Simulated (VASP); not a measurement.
# AlNi in VASP: single point with PBEsol

Aim: the single point of AlNi with PBEsol.

All numbers are computed with VASP 6.6.1; they aren't measurements. Logs are shortened: lines on timing, memory, paths and dates and some standing lists are left out, and cuts for length are marked.

## (1) The cell of the first run

The cell holds a slab with vacuum, 6 atoms: a = 2.862 Å, b = 2.862 Å, c = 24.155 Å, α = 90.00°, β = 90.00°, γ = 90.00°.

## (2) Single point, PBEsol

Contents of INCAR:

```
SYSTEM = AlNi
PREC = Accurate
ENCUT = 520
EDIFF = 1E-7
ISMEAR = 0
SIGMA = 0.1
LREAL = .False.
LASPH = .True.
NELM = 80
ALGO = Normal
ISIF = 2
LWAVE = .False.
LCHARG = .True.
LDIPOL = .True.
IDIPOL = 3
DIPOL = 0.5 0.5 0.500
GGA = PS
LELF = .True.
LVHAR = .True.
LVACPOTAV = .True.
NBANDS = 28
```

Contents of KPOINTS:

```
Automatic mesh
0
Gamma
  10 10 1
  0 0 0
```

Contents of POSCAR:

```
AlNi
1.0
    2.8621655562      0.0000000000      0.0000000000
    0.0000000000      2.8621655562      0.0000000000
    0.0000000000      0.0000000000     24.1554138905
Ni Al
3 3
Direct
    0.5000000000      0.5000000000      0.3518879883
    0.5000000000      0.5000000000      0.4703775977
    0.5000000000      0.5000000000      0.5913243397
    0.0000000000      0.0000000000      0.4111327930
    0.0000000000      0.0000000000      0.5297547507
    0.0000000000      0.0000000000      0.6469358232
```

Potentials or basis: VASP PAW PBE potentials, release 64 (Ni, Al).

The run is started by

```console
cat potpaw_PBE.64/Ni/POTCAR potpaw_PBE.64/Al/POTCAR > POTCAR
mpirun -np 1 vasp_std > vasp.out
```

OUTCAR:

```text
SYSTEM = AlNi
   PREC = Accurate
   ENCUT = 520
   EDIFF = 1E-7
   ISMEAR = 0
   LREAL = .False.
   LASPH = .True.
   NELM = 80
   ISIF = 2
   GGA = PS

 ion  position               nearest neighbor table
   1  0.500  0.500  0.352-   4 2.48   4 2.48   4 2.48   4 2.48   2 2.86
   2  0.500  0.500  0.470-   4 2.48   4 2.48   4 2.48   4 2.48   5 2.48   5 2.48   5 2.48   5 2.48
                             1 2.86   3 2.92
   3  0.500  0.500  0.591-   6 2.43   6 2.43   6 2.43   6 2.43   5 2.51   5 2.51   5 2.51   5 2.51
                             2 2.92
   4  0.000  0.000  0.411-   1 2.48   2 2.48   1 2.48   2 2.48   1 2.48   2 2.48   1 2.48   2 2.48
                             5 2.87
   5  0.000  0.000  0.530-   2 2.48   2 2.48   2 2.48   2 2.48   3 2.51   3 2.51   3 2.51   3 2.51
                             6 2.83   4 2.87
   6  0.000  0.000  0.647-   3 2.43   3 2.43   3 2.43   3 2.43   5 2.83

  LATTYP: Found a simple tetragonal cell.
 ALAT       =     2.8621655562
 C/A-ratio  =     8.4395585846

  Lattice vectors:

 A1 = (   2.8621655562,   0.0000000000,   0.0000000000)
 A2 = (   0.0000000000,   2.8621655562,   0.0000000000)
 A3 = (   0.0000000000,   0.0000000000,  24.1554138905)

Analysis of symmetry for initial positions (statically):
=====================================================================
 Subroutine PRICEL returns:
 Original cell was already a primitive cell.

 Routine SETGRP: Setting up the symmetry group for a
 simple tetragonal supercell.

 Subroutine GETGRP returns: Found  8 space group operations
 (whereof  8 operations were pure point group operations)
 out of a pool of 16 trial point group operations.

The static configuration has the point symmetry C_4v.

Analysis of symmetry for dynamics (positions and initial velocities):
=====================================================================
 Subroutine PRICEL returns:
 Original cell was already a primitive cell.

 Routine SETGRP: Setting up the symmetry group for a
 simple tetragonal supercell.

 Subroutine GETGRP returns: Found  8 space group operations
 (whereof  8 operations were pure point group operations)
 out of a pool of 16 trial point group operations.

The dynamic configuration has the point symmetry C_4v.

 Subroutine INISYM returns: Found  8 space group operations
 (whereof  8 operations are pure point group operations),
 and found     1 'primitive' translations

----------------------------------------------------------------------------------------

                                     Primitive cell

[... 103 lines left out ...]
   TEBEG  =    0.0;   TEEND  =   0.0 temperature during run
   PSTRESS=    0.0 pullay stress
   NELECT =      39.0000    total number of electrons
   NUPDOWN=      -1.0000    fix difference up-down
   EMIN   =  10.00;   EMAX   =-10.00  energy-range for DOS
   EFERMI =   0.00;   METHOD = LEGACY
   ISMEAR =     0;   SIGMA  =   0.10  broadening in eV -4-tet -1-fermi 0-gaus
   EFERMI_NEDOS =   21; number of points for ismear=-14 and -15
   IALGO  =     38    algorithm
   IMIX   =      4    mixing-type and parameters
     AMIX     =   0.40;   BMIX     =  1.00
     AMIX_MAG =   1.60;   BMIX_MAG =  1.00
  volume/ion in A,a.u.               =      32.98       222.56
  Fermi-wavevector in a.u.,A,eV,Ry     =   0.952712  1.800365 12.349470  0.907660
  Thomas-Fermi vector in A             =   2.081300
   LORBIT       =      0    0 simple, 1 ext, 2 COOP (PROOUT), +10 PAW based schemes
   GGA     = PS    functional components
   LHFCALC =     F    Hartree Fock is set to
   AEXX    =    0.0000 exact exchange contribution
   IVDW    =     0    specifies the selected vdW correction
   LEPSILON=     F    determine dielectric tensor
   LRPA    =     F    only Hartree local field effects (RPA)
 non-spin polarized calculation
 Gauss-broadening in eV      SIGMA  =   0.10
  energy-cutoff  :      520.00
  volume of cell :      197.88
 maximum number of plane-waves:      5377
 NGX is ok and might be reduce to    24
   NGX = 11   NGY = 11   NGZ = 89

 dipolmoment           0.000000      0.000000      0.006016 electrons x Angstroem

 number of electron      39.0000016 magnetization

 dipolmoment           0.000000      0.000000     -0.030193 electrons x Angstroem

 Free energy of the ion-electron system (eV)
  ---------------------------------------------------
  ext. energy  EPLUGINS =         0.00000000
  ---------------------------------------------------
  free energy    TOTEN  =       -32.04052660 eV

  energy without entropy =      -32.02326727  energy(sigma->0) =      -32.03189694

 E-fermi :   0.8491     XC(G=0):  -5.3021

 val. band max:        0.8484300008   @ k =   0.5000   0.2000   0.0000
 cond. band min:       0.8517318864   @ k =   0.5000   0.0000   0.0000
 fundamental gap:      0.0033018856
 Fermi energy:         0.8491089960

 k-point     1 :       0.0000    0.0000    0.0000
  band No.  band energies     occupation
      1      -9.9911      2.00000
      2      -8.7221      2.00000
      3      -6.7976      2.00000
      4      -4.5733      2.00000
      5      -2.9206      2.00000
      6      -2.4266      2.00000
[... 640 lines left out ...]
     27       4.3181      0.00000
     28       4.8418      0.00000

------------------------ aborting loop because EDIFF is reached ----------------------------------------

  FORCE on cell =-STRESS in cart. coord.  units (eV):
  Direction    XX          YY          ZZ          XY          YZ          ZX
  --------------------------------------------------------------------------------------
  -------------------------------------------------------------------------------------
  Total       -3.2582940     -3.2582940     -0.6425726      0.0000000      0.0000000      0.0000000
  in kB      -26.3813405    -26.3813405     -5.2027005      0.0000000      0.0000000      0.0000000
  external PRESSURE =     -19.3217938 kB  Pullay stress =       0.0000000 kB

 VOLUME and BASIS-vectors are now :
 -----------------------------------------------------------------------------
  energy-cutoff  :      520.00
  volume of cell :      197.88
      direct lattice vectors                 reciprocal lattice vectors
     2.862165556  0.000000000  0.000000000     0.349385799  0.000000000  0.000000000
     0.000000000  2.862165556  0.000000000     0.000000000  0.349385799  0.000000000
     0.000000000  0.000000000 24.155413891     0.000000000  0.000000000  0.041398587

 POSITION                                       TOTAL-FORCE (eV/Angst)
 -----------------------------------------------------------------------------------
      1.43108      1.43108      8.50000         0.000000     -0.000000      0.734137
      1.43108      1.43108     11.36217         0.000000      0.000000      0.239492
      1.43108      1.43108     14.28368         0.000000      0.000000     -0.006084
      0.00000      0.00000      9.93108         0.000000      0.000000     -0.975932
      0.00000      0.00000     12.79645         0.000000      0.000000     -0.017695
      0.00000      0.00000     15.62700         0.000000      0.000000      0.026083
 -----------------------------------------------------------------------------------
    total drift:                                0.000000      0.000000     -0.000261

  FREE ENERGIE OF THE ION-ELECTRON SYSTEM (eV)
  ---------------------------------------------------
  free  energy   TOTEN  =       -32.0405266037 eV

  energy  without entropy=      -32.0232672712  energy(sigma->0) =      -32.03189694

 vacuum level on the upper side and lower side of the slab         4.933         5.600
```

OSZICAR:

```text
N       E                     dE             d eps       ncg     rms          rms(c)
DAV:   1     0.230938205296E+03    0.23094E+03   -0.15529E+04  1184   0.123E+03
DAV:   2    -0.221133602233E+02   -0.25305E+03   -0.24450E+03  1244   0.288E+02
DAV:   3    -0.370668506398E+02   -0.14953E+02   -0.14722E+02  1412   0.969E+01
DAV:   4    -0.374120419059E+02   -0.34519E+00   -0.34436E+00  1564   0.141E+01
[... 26 lines left out ...]
DAV:  31    -0.320405229668E+02   -0.23506E-05   -0.81254E-07  1272   0.846E-03    0.200E-03
DAV:  32    -0.320405247229E+02   -0.17561E-05   -0.80603E-08   904   0.310E-03    0.114E-03
DAV:  33    -0.320405258397E+02   -0.11168E-05   -0.53114E-08   880   0.231E-03    0.490E-04
DAV:  34    -0.320405265079E+02   -0.66818E-06   -0.43310E-08   868   0.120E-03    0.616E-04
DAV:  35    -0.320405266037E+02   -0.95800E-07   -0.11146E-08   836   0.143E-03
   1 F= -.32040527E+02 E0= -.32031897E+02  d E =-.172593E-01
```

stdout:

```text
POSCAR found type information on POSCAR NiAl
 POSCAR found :  2 types and       6 ions
 scaLAPACK will be used
 -----------------------------------------------------------------------------
[... 23 lines left out ...]
|     Did not find any points to average over, which means that no vacuum     |
|     field-free region was found. Please increase the size of  your cell     |
|     in the dimension of the dipole correction to obtain accurate            |
|     workfunction values.                                                    |
|                                                                             |
 -----------------------------------------------------------------------------
```

It used 910 s of CPU time on 1 thread of AMD EPYC 7R13 Processor (Zen 3), on a shared host.

What came out:

```yaml
Free_energy: -32.0405 eV
Largest_force: 0.976 eV/Å
```

Forces in eV/Å, atoms in the order of the input:
```
Ni   0.000  0.000  0.734
Ni   0.000  0.000  0.239
Ni   0.000  0.000 -0.006
Al   0.000  0.000 -0.976
Al   0.000  0.000 -0.018
Al   0.000  0.000  0.026
```

Caveat: the PAW data sets were made with another functional, which shifts forces and pressure a little. Spin polarisation is off, so any magnetic state and its effect on volume and gap are missing.
